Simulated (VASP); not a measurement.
# AlN (P6_3/mmc) in VASP: notebook, part 2 of 2

VASP 6.6.1. The steps go on from the part before.

## Step 5: Single point, PBEsol

This run uses another cell than the first one, of 10.26 Å³/atom, 1.035 times its volume.

File INCAR:

```
SYSTEM = AlN
  PREC = Accurate
  ENCUT = 520
  EDIFF = 1E-6
  ISMEAR = 0
  SIGMA = 0.05
  LREAL = .False.
  LASPH = .True.
  NELM = 100
  ALGO = Normal
  ISIF = 2
  LWAVE = .False.
  LCHARG = .False.
  GGA = PS
  NBANDS = 16
```

File KPOINTS:

```
regular mesh
0
Gamma
  9 9 6
  0 0 0
```

File POSCAR:

```
AlN
1.0
    3.4006000000      0.0000000000      0.0000000000
   -1.7003000000      2.9450059881      0.0000000000
    0.0000000000      0.0000000000      4.0998000000
Al N
2 2
Direct
    0.3333333333      0.6666666667      0.7500000000
    0.6666666667      0.3333333333      0.2500000000
    0.3333333333      0.6666666667      0.2500000000
    0.6666666667      0.3333333333      0.7500000000
```

Potentials or basis: VASP PAW PBE potentials, release 64 (Al, N).

Command:

```console
> cat potpaw_PBE.64/Al/POTCAR potpaw_PBE.64/N/POTCAR > POTCAR
> mpirun -np 1 vasp_std > vasp.out
```

OUTCAR:

```text
SYSTEM = AlN
   PREC = Accurate
   ENCUT = 520
   EDIFF = 1E-6
   ISMEAR = 0
   LREAL = .False.
   LASPH = .True.
   NELM = 100
   ISIF = 2
   GGA = PS

 ion  position               nearest neighbor table
   1  0.333  0.667  0.750-   4 1.96   4 1.96   4 1.96   3 2.05   3 2.05   2 2.84   2 2.84   2 2.84
                             2 2.84   2 2.84   2 2.84
   2  0.667  0.333  0.250-   3 1.96   3 1.96   3 1.96   4 2.05   4 2.05   1 2.84   1 2.84   1 2.84
                             1 2.84   1 2.84   1 2.84
   3  0.333  0.667  0.250-   2 1.96   2 1.96   2 1.96   1 2.05   1 2.05
   4  0.667  0.333  0.750-   1 1.96   1 1.96   1 1.96   2 2.05   2 2.05

  LATTYP: Found a hexagonal cell.
 ALAT       =     3.4006000000
 C/A-ratio  =     1.2056107746

  Lattice vectors:

 A1 = (   3.4006000000,   0.0000000000,   0.0000000000)
 A2 = (  -1.7003000000,   2.9450059881,   0.0000000000)
 A3 = (   0.0000000000,   0.0000000000,   4.0998000000)

Analysis of symmetry for initial positions (statically):
=====================================================================
 Subroutine PRICEL returns:
 Original cell was already a primitive cell.

 Routine SETGRP: Setting up the symmetry group for a
 hexagonal supercell.

 Subroutine GETGRP returns: Found 24 space group operations
 (whereof 12 operations were pure point group operations)
 out of a pool of 24 trial point group operations.

The static configuration has the point symmetry D_3d.
 The point group associated with its full space group is D_6h.

Analysis of symmetry for dynamics (positions and initial velocities):
=====================================================================
 Subroutine PRICEL returns:
 Original cell was already a primitive cell.

 Routine SETGRP: Setting up the symmetry group for a
 hexagonal supercell.

 Subroutine GETGRP returns: Found 24 space group operations
 (whereof 12 operations were pure point group operations)
 out of a pool of 24 trial point group operations.

The dynamic configuration has the point symmetry D_3d.
 The point group associated with its full space group is D_6h.
[... 126 lines left out ...]
  Thomas-Fermi vector in A             =   2.331725
   LORBIT       =      0    0 simple, 1 ext, 2 COOP (PROOUT), +10 PAW based schemes
   GGA     = PS    functional components
   LHFCALC =     F    Hartree Fock is set to
   AEXX    =    0.0000 exact exchange contribution
   IVDW    =     0    specifies the selected vdW correction
   LEPSILON=     F    determine dielectric tensor
   LRPA    =     F    only Hartree local field effects (RPA)
 non-spin polarized calculation
 Gauss-broadening in eV      SIGMA  =   0.05
  energy-cutoff  :      520.00
  volume of cell :       41.06
 maximum number of plane-waves:      1120
 NGX is ok and might be reduce to    28
   NGX = 13   NGY = 13   NGZ = 15

 number of electron      16.0000002 magnetization

 Free energy of the ion-electron system (eV)
  ---------------------------------------------------
  ext. energy  EPLUGINS =         0.00000000
  ---------------------------------------------------
  free energy    TOTEN  =       -30.85370382 eV

  energy without entropy =      -30.85370382  energy(sigma->0) =      -30.85370382

 E-fermi :   7.5182     XC(G=0): -11.2044

 val. band max:        7.2833028554   @ k =   0.0000   0.0000   0.0000
 cond. band min:      10.3895614603   @ k =   0.0000   0.0000   0.0000
 fundamental gap:      3.1062586049
 Fermi energy:         7.5181684866

 k-point     1 :       0.0000    0.0000    0.0000
  band No.  band energies     occupation
      1      -9.0507      2.00000
      2      -5.2989      2.00000
      3       0.8538      2.00000
      4       4.1518      2.00000
      5       4.1518      2.00000
      6       6.0287      2.00000
[... 433 lines left out ...]
      3       1.0831      2.00000
      4       2.0233      2.00000
      5       2.0233      2.00000
      6       4.8474      2.00000
[... 8 lines left out ...]
     15      18.6050      0.00000
     16      20.3210      0.00000

 [... further k-points ...]

------------------------ aborting loop because EDIFF is reached ----------------------------------------

  FORCE on cell =-STRESS in cart. coord.  units (eV):
  Direction    XX          YY          ZZ          XY          YZ          ZX
  --------------------------------------------------------------------------------------
  -------------------------------------------------------------------------------------
  Total       -3.2167655     -3.2167655     -1.2491209      0.0000000     -0.0000000     -0.0000000
  in kB     -125.5236577   -125.5236577    -48.7428193      0.0000000     -0.0000000     -0.0000000
  external PRESSURE =     -99.9300449 kB  Pullay stress =       0.0000000 kB

 VOLUME and BASIS-vectors are now :
 -----------------------------------------------------------------------------
  energy-cutoff  :      520.00
  volume of cell :       41.06
      direct lattice vectors                 reciprocal lattice vectors
     3.400600000  0.000000000  0.000000000     0.294065753  0.169778942  0.000000000
    -1.700300000  2.945005988  0.000000000     0.000000000  0.339557883  0.000000000
     0.000000000  0.000000000  4.099800000     0.000000000  0.000000000  0.243914337

 POSITION                                       TOTAL-FORCE (eV/Angst)
 -----------------------------------------------------------------------------------
     -0.00000      1.96334      3.07485         0.000000     -0.000000     -0.000000
      1.70030      0.98167      1.02495        -0.000000      0.000000     -0.000000
     -0.00000      1.96334      1.02495         0.000000      0.000000      0.000000
      1.70030      0.98167      3.07485        -0.000000      0.000000      0.000000
 -----------------------------------------------------------------------------------
    total drift:                               -0.000000     -0.000000     -0.000000

  FREE ENERGIE OF THE ION-ELECTRON SYSTEM (eV)
  ---------------------------------------------------
  free  energy   TOTEN  =       -30.8537038206 eV

  energy  without entropy=      -30.8537038206  energy(sigma->0) =      -30.85370382
```

OSZICAR:

```text
N       E                     dE             d eps       ncg     rms          rms(c)
DAV:   1     0.393457042573E+02    0.39346E+02   -0.73006E+03  1536   0.900E+02
DAV:   2    -0.315983276039E+02   -0.70944E+02   -0.64025E+02  2272   0.183E+02
DAV:   3    -0.349521378341E+02   -0.33538E+01   -0.33390E+01  1816   0.410E+01
DAV:   4    -0.349734605171E+02   -0.21323E-01   -0.21320E-01  1952   0.369E+00
DAV:   5    -0.349737517810E+02   -0.29126E-03   -0.29126E-03  1768   0.434E-01    0.110E+01
DAV:   6    -0.309282728753E+02    0.40455E+01   -0.81642E+00  1984   0.211E+01    0.383E+00
DAV:   7    -0.308991525188E+02    0.29120E-01   -0.64039E-01  1720   0.541E+00    0.275E+00
DAV:   8    -0.308623910771E+02    0.36761E-01   -0.11496E-01  1648   0.270E+00    0.904E-01
DAV:   9    -0.308533797005E+02    0.90114E-02   -0.21318E-02  1976   0.112E+00    0.280E-01
DAV:  10    -0.308537987567E+02   -0.41906E-03   -0.25902E-03  1720   0.332E-01    0.168E-01
DAV:  11    -0.308537073448E+02    0.91412E-04   -0.12342E-04  1864   0.842E-02    0.459E-02
DAV:  12    -0.308537044103E+02    0.29345E-05   -0.89846E-06  1752   0.224E-02    0.830E-03
DAV:  13    -0.308537038206E+02    0.58976E-06   -0.28520E-06  1880   0.122E-02
   1 F= -.30853704E+02 E0= -.30853704E+02  d E =-.151761E-13
```

Run time: 45 s. Hardware: 1 thread of AMD EPYC 7R13 (Zen 3), shared host; peak memory 0.13 GiB.

What came out:

```yaml
Free_energy: -30.8537 eV
Pressure: -10.0 GPa
Band_gap_on_the_k_mesh: 3.11 eV, direct
```

Stress tensor (GPa, compression positive):
```
-12.55   0.00   0.00
  0.00 -12.55   0.00
  0.00   0.00  -4.87
```

Caveat: the PAW data sets were made with another functional, which shifts forces and pressure a little.

## Step 6: Summary

| cell | gap on the mesh (eV) | pressure (GPa) |
| --- | --- | --- |
| a = 3.262, b = 3.262, c = 4.307 Å, angles 90.0, 90.0, 120.0°, 4 atoms | 3.10 | -1.1 |
| a = 3.381, b = 3.381, c = 4.058 Å, angles 90.0, 90.0, 120.0°, 4 atoms | 3.27 | -5.9 |
| a = 3.302, b = 3.302, c = 4.224 Å, angles 90.0, 90.0, 120.0°, 4 atoms | 3.14 | -3.6 |
| a = 3.401, b = 3.401, c = 4.100 Å, angles 90.0, 90.0, 120.0°, 4 atoms | 3.11 | -10.0 |

Alike in all rows: task single point; level PBEsol; potentials or basis VASP PAW PBE potentials, release 64 (Al, N); no spin polarisation; k mesh 9 × 9 × 6; cutoff (eV) 520; smearing gaussian 0.05 eV.

Caveats: the PAW data sets were made with another functional, which shifts forces and pressure a little.

Total energies depend on the potentials used, so only differences within one code and one set of settings carry meaning.
